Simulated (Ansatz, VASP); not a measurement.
**Re in VASP and in Ansatz**

```
Re
1.0
     2.77809    0.00000    0.00000
    -1.38904    2.40590    0.00000
     0.00000    0.00000    4.47820
Re
2
Direct
  0.33333 0.66667 0.25000
  0.66667 0.33333 0.75000
```

Alike in both runs: functional PBE; k mesh 18 × 18 × 10; occupations fermi-dirac, width 0.15 eV; no spin polarisation.

Ansatz relaxed the structure, and its values are those at the end. VASP's run is a single point on that final structure, the one shown.

|  | VASP | Ansatz |
| --- | --- | --- |
| version | VASP 6.6.1 | Ansatz 0.2.0 |
| potentials or method | VASP PAW PBE potentials, release 64 (Re), cutoff 520 eV | scalar-relativistic, plane waves, PAW |
| valence electrons in the cell | 14 | 30 |

VASP gave:

- gap on the k mesh at the Fermi level (eV): none
- pressure (GPa): -0.5

Which values does Ansatz return?

gap on the k mesh at the Fermi level (eV): none; pressure (GPa): 0.0.

A gap of «none» marks a metal or a gap that the smearing closes. VASP's potentials hold 14 valence electrons a cell and Ansatz's 30, so a difference there can come from the potentials and not from the codes.

Spin-orbit coupling is off throughout.
